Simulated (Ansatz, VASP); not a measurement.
**Two plane-wave programs on Ca2Si2Ge3**

The input INCAR:

```
SYSTEM = Ca2Si2Ge3
PREC = Accurate ; ENCUT = 520
EDIFF = 1E-6 ; ISMEAR = 0
SIGMA = 0.1 ; LREAL = .False.
LASPH = .True. ; NELM = 100
ALGO = Normal ; ISIF = 2
LWAVE = .False. ; LCHARG = .True.
GGA = PE ; LELF = .True.
LVHAR = .True. ; NBANDS = 44
```

File KPOINTS:

```
Automatic mesh
0
Gamma
  6 6 2
  0 0 0
```

Contents of POSCAR:

```
Ca2Si2Ge3
1.0
    4.7444686800      0.0000000000      0.0000000000
   -2.3722343400      4.1088304100      0.0000000000
    0.0000000000      0.0000000000      8.3358917800
Ca Si Ge
2 2 3
Direct
    0.0000000000      0.0000000000      0.5000000000
    0.0000000000      0.0000000000      0.0000000000
    0.0000000000      0.0000000000      0.2502773400
    0.0000000000      0.0000000000      0.7497226600
    0.5000000000      0.0000000000      0.0000000000
    0.0000000000      0.5000000000      0.0000000000
    0.5000000000      0.5000000000      0.0000000000
```

Input for Ansatz:

```yaml
crystal:
  lattice:
    - [4.74446868, 0.0, 0.0]
    - [-2.37223434, 4.10883041, 0.0]
    - [0.0, 0.0, 8.33589178]
  atoms:
    - { symbol: Ca, position: [0.0, 0.0, 0.5] }
    - { symbol: Ca, position: [0.0, 0.0, 0.0] }
    - { symbol: Si, position: [0.0, 0.0, 0.25027734] }
    - { symbol: Si, position: [0.0, 0.0, 0.74972266] }
    - { symbol: Ge, position: [0.5, 0.0, 0.0] }
    - { symbol: Ge, position: [0.0, 0.5, 0.0] }
    - { symbol: Ge, position: [0.5, 0.5, 0.0] }
basis:
  ecutwfc: 420
kpoints:
  mp_grid: { grid: [6, 6, 2] }
hamiltonian:
  xc: pbe
scf:
  occupations: { method: gaussian, width: 0.1 }
  lower_state_search: "off"
output:
  forces: true
  stress: true
  eigenvalues: true
```

Alike in both runs: task single point; functional PBE; k mesh 6 × 6 × 2; occupations gaussian, width 0.1 eV; no spin polarisation.

|  | VASP | Ansatz |
| --- | --- | --- |
| version | VASP 6.6.1 | Ansatz 0.2.0 |
| potentials or method | VASP PAW PBE potentials, release 64 (Ca_sv, Si, Ge_d), cutoff 520 eV | scalar-relativistic, plane waves, PAW |
| valence electrons in the cell | 70 | 70 |

Ansatz gave:

| Item | Value |
| --- | --- |
| gap on the k mesh at the Fermi level (eV) | none |
| rms of the force components (eV/Å) | 0.565 |

Question: What did VASP give for the same quantities?

Answer: gap on the k mesh at the Fermi level (eV): none; rms of the force components (eV/Å): 0.561.

Atom by atom the forces differ by 0.004 eV/Å (rms over components). A gap of «none» marks a metal or a gap that the smearing closes.

The k mesh is coarse, so the values compare programs but aren't converged.
